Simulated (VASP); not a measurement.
# TiPt3 (Pm-3m) in VASP: single point with r2SCAN

Aim: the single point of TiPt3 with r2SCAN.

Program: VASP 6.6.1. These are calculated values, not measurements. Logs are shortened: lines on timing, memory, paths and dates and some standing lists are left out, and cuts for length are marked.

## (1) The cell of the first run

The structure is cubic, space group Pm-3m (No. 221). Conventional cell: a = 3.947 Å, b = 3.947 Å, c = 3.947 Å, α = 90.00°, β = 90.00°, γ = 90.00°. Ti (site symmetry m-3m) has 12 Pt at 2.79 Å within 3.7 Å. Within 3.7 Å of Pt (site symmetry 4/mmm) lie 4 Ti at 2.79 Å and 8 Pt at 2.79 Å.

## (2) Single point, r2SCAN

Contents of POSCAR:

```
TiPt3
1.0
    3.9467684100      0.0000000000      0.0000000000
    0.0000000000      3.9467684100      0.0000000000
    0.0000000000      0.0000000000      3.9467684100
Ti Pt
1 3
Direct
    0.0000000000      0.0000000000      0.0000000000
    0.0000000000      0.5000000000      0.5000000000
    0.5000000000      0.0000000000      0.5000000000
    0.5000000000      0.5000000000      0.0000000000
```

Contents of INCAR.step1:

```
  PREC = Accurate
  ENCUT = 630
  ISMEAR = -1
  SIGMA = 0.1
  LREAL = F
  LASPH = T
  NELM = 120
  NBANDS = 41
  GGA = PE
  ALGO = Normal
  EDIFF = 1E-5
  LWAVE = T
  LCHARG = F
  GGA_COMPAT = F
```

Contents of INCAR.step2:

```
  PREC = Accurate
  ENCUT = 630
  EDIFF = 1E-6
  ISMEAR = -1
  SIGMA = 0.1
  LREAL = F
  LASPH = T
  NELM = 120
  ALGO = Normal
  ISIF = 2
  LWAVE = F
  LCHARG = T
  METAGGA = R2SCAN
  LMIXTAU = T
  LELF = T
  LVHAR = T
  NBANDS = 41
  ISTART = 1
  GGA_COMPAT = F
```

Contents of KPOINTS:

```
Automatic mesh
0
Gamma
  9 9 9
```

Potentials or basis: VASP PAW PBE potentials, release 64 (Ti_sv, Pt_sv_GW).

Command:

```bash
> cat potpaw_PBE.64/Ti_sv/POTCAR potpaw_PBE.64/Pt_sv_GW/POTCAR > POTCAR
> cp INCAR.step1 INCAR
> mpirun -np 1 vasp_std > vasp.out
> cp INCAR.step2 INCAR
> mpirun -np 1 vasp_std > vasp.out
```

OUTCAR:

```text
PREC = Accurate
   ENCUT = 630
   EDIFF = 1E-6
   ISMEAR = -1
   LREAL = F
   LASPH = T
   NELM = 120
   ISIF = 2
   METAGGA = R2SCAN
   ISTART = 1

 ion  position               nearest neighbor table
   1  0.000  0.000  0.000-   2 2.79   3 2.79   4 2.79   2 2.79   3 2.79   2 2.79   4 2.79   2 2.79
                             3 2.79   4 2.79   3 2.79   4 2.79
   2  0.000  0.500  0.500-   1 2.79   3 2.79   4 2.79   1 2.79   4 2.79   1 2.79   3 2.79   1 2.79
                             3 2.79   4 2.79   4 2.79   3 2.79
   3  0.500  0.000  0.500-   1 2.79   2 2.79   4 2.79   1 2.79   4 2.79   2 2.79   4 2.79   4 2.79
                             1 2.79   2 2.79   1 2.79   2 2.79
   4  0.500  0.500  0.000-   1 2.79   2 2.79   3 2.79   2 2.79   3 2.79   1 2.79   3 2.79   3 2.79
                             1 2.79   2 2.79   2 2.79   1 2.79

  LATTYP: Found a simple cubic cell.
 ALAT       =     3.9467684100

  Lattice vectors:

 A1 = (   3.9467684100,   0.0000000000,   0.0000000000)
 A2 = (   0.0000000000,   3.9467684100,   0.0000000000)
 A3 = (   0.0000000000,   0.0000000000,   3.9467684100)

Analysis of symmetry for initial positions (statically):
=====================================================================
 Subroutine PRICEL returns:
 Original cell was already a primitive cell.

 Routine SETGRP: Setting up the symmetry group for a
 simple cubic supercell.

 Subroutine GETGRP returns: Found 48 space group operations
 (whereof 48 operations were pure point group operations)
 out of a pool of 48 trial point group operations.

The static configuration has the point symmetry O_h .

Analysis of symmetry for dynamics (positions and initial velocities):
=====================================================================
 Subroutine PRICEL returns:
 Original cell was already a primitive cell.

 Routine SETGRP: Setting up the symmetry group for a
 simple cubic supercell.

 Subroutine GETGRP returns: Found 48 space group operations
 (whereof 48 operations were pure point group operations)
 out of a pool of 48 trial point group operations.

The dynamic configuration has the point symmetry O_h .

 Subroutine INISYM returns: Found 48 space group operations
 (whereof 48 operations are pure point group operations),
 and found     1 'primitive' translations

----------------------------------------------------------------------------------------

                                     Primitive cell
[... 88 lines left out ...]
   ICHARG =      0    charge: 1-file 2-atom 10-const
   ISPIN  =      1    spin polarized calculation?
   LNONCOLLINEAR =      F non collinear calculations
   LSORBIT =      F    spin-orbit coupling
   LASPH  =      T    aspherical Exc in radial PAW
   ENCUT  =  630.0 eV  46.30 Ry    6.80 a.u.   8.08  8.08  8.08*2*pi/ulx,y,z
   NELM   =    120;   NELMIN=  2; NELMDL=  0     # of ELM steps
   EDIFF  = 0.1E-05   stopping-criterion for ELM
   LREAL  =      F    real-space projection
   EDIFFG = 0.1E-04   stopping-criterion for IOM
   NSW    =      0    number of steps for IOM
   IBRION =     -1    ionic relax: 0-MD 1-quasi-New 2-CG
   NFREE  =      0    steps in history (QN), initial steepest desc. (CG)
   ISIF   =      2    stress and relaxation
   ISYM   =      2    0-nonsym 1-usesym 2-fastsym
   POTIM  = 0.5000    time-step for ionic-motion
   TEBEG  =    0.0;   TEEND  =   0.0 temperature during run
   PSTRESS=    0.0 pullay stress
   NELECT =      66.0000    total number of electrons
   NUPDOWN=      -1.0000    fix difference up-down
   EMIN   =  10.00;   EMAX   =-10.00  energy-range for DOS
   EFERMI =   0.00;   METHOD = LEGACY
   ISMEAR =    -1;   SIGMA  =   0.10  broadening in eV -4-tet -1-fermi 0-gaus
   EFERMI_NEDOS =   21; number of points for ismear=-14 and -15
   IALGO  =     38    algorithm
   IMIX   =      4    mixing-type and parameters
     AMIX     =   0.40;   BMIX     =  1.00
     AMIX_MAG =   1.60;   BMIX_MAG =  1.00
  volume/ion in A,a.u.               =      15.37       103.72
  Fermi-wavevector in a.u.,A,eV,Ry     =   1.676285  3.167719 38.231433  2.809931
  Thomas-Fermi vector in A             =   2.760755
   LORBIT       =      0    0 simple, 1 ext, 2 COOP (PROOUT), +10 PAW based schemes
   METAGGA = R2SCAN    functional components
   LHFCALC =     F    Hartree Fock is set to
   AEXX    =    0.0000 exact exchange contribution
   IVDW    =     0    specifies the selected vdW correction
   LEPSILON=     F    determine dielectric tensor
   LRPA    =     F    only Hartree local field effects (RPA)
 non-spin polarized calculation
  energy-cutoff  :      630.00
  volume of cell :       61.48
 maximum number of plane-waves:      2242
   NGX = 17   NGY = 17   NGZ = 17

 number of electron      65.9999999 magnetization

 Free energy of the ion-electron system (eV)
  ---------------------------------------------------
  ext. energy  EPLUGINS =         0.00000000
  ---------------------------------------------------
  free energy    TOTEN  =      -170.88308744 eV

  energy without entropy =     -170.82816883  energy(sigma->0) =     -170.85562813

 E-fermi :  10.6472     XC(G=0): -14.6570

 val. band max:       10.5645423704   @ k =   0.4444   0.0000   0.0000
 cond. band min:      10.6739403498   @ k =   0.0000   0.0000   0.0000
 fundamental gap:      0.1093979793
 Fermi energy:        10.6472302023

 k-point     1 :       0.0000    0.0000    0.0000
  band No.  band energies     occupation
      1     -90.4756      2.00000
      2     -90.4412      2.00000
      3     -90.4412      2.00000
      4     -50.0255      2.00000
      5     -44.2108      2.00000
      6     -44.2108      2.00000
[... 1045 lines left out ...]
     40      14.8520      0.00000
     41      18.3136      0.00000

 [... further k-points ...]
[... 5 lines left out ...]
  --------------------------------------------------------------------------------------
  -------------------------------------------------------------------------------------
  Total       -1.9896177     -1.9896177     -1.9896177     -0.0000000      0.0000000      0.0000000
  in kB      -51.8507781    -51.8507781    -51.8507781     -0.0000000      0.0000000      0.0000000
  external PRESSURE =     -51.8507781 kB  Pullay stress =       0.0000000 kB

 VOLUME and BASIS-vectors are now :
 -----------------------------------------------------------------------------
  energy-cutoff  :      630.00
  volume of cell :       61.48
      direct lattice vectors                 reciprocal lattice vectors
     3.946768410  0.000000000  0.000000000     0.253371847  0.000000000  0.000000000
     0.000000000  3.946768410  0.000000000     0.000000000  0.253371847  0.000000000
     0.000000000  0.000000000  3.946768410     0.000000000  0.000000000  0.253371847

 POSITION                                       TOTAL-FORCE (eV/Angst)
 -----------------------------------------------------------------------------------
      0.00000      0.00000      0.00000         0.000000      0.000000      0.000000
      0.00000      1.97338      1.97338         0.000000      0.000000      0.000000
      1.97338      0.00000      1.97338         0.000000      0.000000      0.000000
      1.97338      1.97338      0.00000         0.000000      0.000000      0.000000
 -----------------------------------------------------------------------------------
    total drift:                                0.000000     -0.000000     -0.000000

  FREE ENERGIE OF THE ION-ELECTRON SYSTEM (eV)
  ---------------------------------------------------
  free  energy   TOTEN  =      -170.8830874366 eV

  energy  without entropy=     -170.8281688255  energy(sigma->0) =     -170.85562813
```

It took 4.5 min on 1 thread of Intel Xeon Platinum 8259CL at 2.50GHz (Skylake/Cascade Lake), shared host; peak memory 0.25 GiB.

What came out:

```
Free energy            : -170.8831 eV
Pressure               : -5.2 GPa
Band gap on the k mesh : zero (bands 33 and 34 overlap by 1.54 eV)
```

Levels at points of the mesh, in eV from the Fermi level:
```
           k point  band 29  band 30  band 31  band 32  band 33  band 34  band 35  band 36  band 37  band 38
(0.00, 0.00, 0.00)    -0.57     0.03     0.03     0.03     1.45     1.45     1.68     1.68     1.68     2.01
```

Caveat: the cell stands under tension; the PAW data sets were made with another functional, which shifts forces and pressure a little; spin-orbit coupling is left out, which moves the levels of the heavy elements.

The gap in the log of VASP goes by the Fermi energy; the results here count the filled bands.